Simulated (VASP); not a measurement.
BAs, 2 atoms in the cell. The structure is cubic, space group F-43m (No. 216). Conventional cell: a = 5.247 Å, b = 5.247 Å, c = 5.247 Å, α = 90.00°, β = 90.00°, γ = 90.00°. Within 3.0 Å of As (site symmetry -43m) lie 4 B at 2.27 Å. Within 3.0 Å of B (site symmetry -43m) lie 4 As at 2.27 Å. 

```yaml
Program: VASP 6.6.1
Task: single point
Functional: RPBE
Dispersion: D3(BJ)
Potentials_or_basis: VASP PAW PBE potentials, release 64 (As, B)
Cutoff: 520 eV
k_mesh: 10 × 10 × 10
Occupations: gaussian, width 0.1 eV
Spin: no spin polarisation
Dipole_correction: no
Further_INCAR_settings: ALGO = Normal; EDIFF = 1e-07; NBANDS = 11
```

Potentials or basis: VASP PAW PBE potentials, release 64 (As, B).

Launch:

```console
$ cat potpaw_PBE.64/As/POTCAR potpaw_PBE.64/B/POTCAR > POTCAR
$ mpirun -np 1 vasp_std > vasp.out
```

Hardware: 1 thread of Intel Xeon 8259CL, on a shared host.

**Question.** Estimate the wall time of this run.

**Answer.** Wall time 34 s on 1 thread of Intel Xeon 8259CL (shared host), peak memory 0.17 GiB. Counts: scf iterations 13, k points 47.
